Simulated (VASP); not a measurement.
Input of a VASP 6.6.1 run:

INCAR

```
SYSTEM = BeTe
ALGO = Normal
EDIFF = 1E-6
ENCUT = 600
GGA = PE
GGA_COMPAT = .FALSE.
ISIF = 2
ISMEAR = 1
LASPH = .TRUE.
LCHARG = .TRUE.
LELF = .TRUE.
LREAL = .FALSE.
LVHAR = .TRUE.
LWAVE = .FALSE.
NBANDS = 11
NELM = 120
PREC = Accurate
SIGMA = 0.05
```

The input KPOINTS:

```
k-points
0
G
  6 6 6
  0 0 0
```

The input POSCAR:

```
BeTe
1.0
    0.0000000000      2.8286228760      2.8286228760
    2.8286228760      0.0000000000      2.8286228760
    2.8286228760      2.8286228760      0.0000000000
Be Te
1 1
Direct
    0.0000000000      0.0000000000      0.0000000000
    0.2500000000      0.2500000000      0.2500000000
```

Potentials or basis: VASP PAW PBE potentials, release 64 (Be, Te).

The run is started by

```sh
$ cat potpaw_PBE.64/Be/POTCAR potpaw_PBE.64/Te/POTCAR > POTCAR
$ mpirun -np 1 vasp_std > vasp.out
```

Task: What does it give for the band gap on the k mesh?

Result: 2.01 eV, indirect (least direct gap 3.62 eV).

Task: What does it give for the pressure?

Result: 0.4 GPa.

Caveat: spin-orbit coupling is left out, which moves the levels of the heavy elements. Expect the measured gap to be larger: semilocal functionals such as PBE lack the derivative discontinuity.
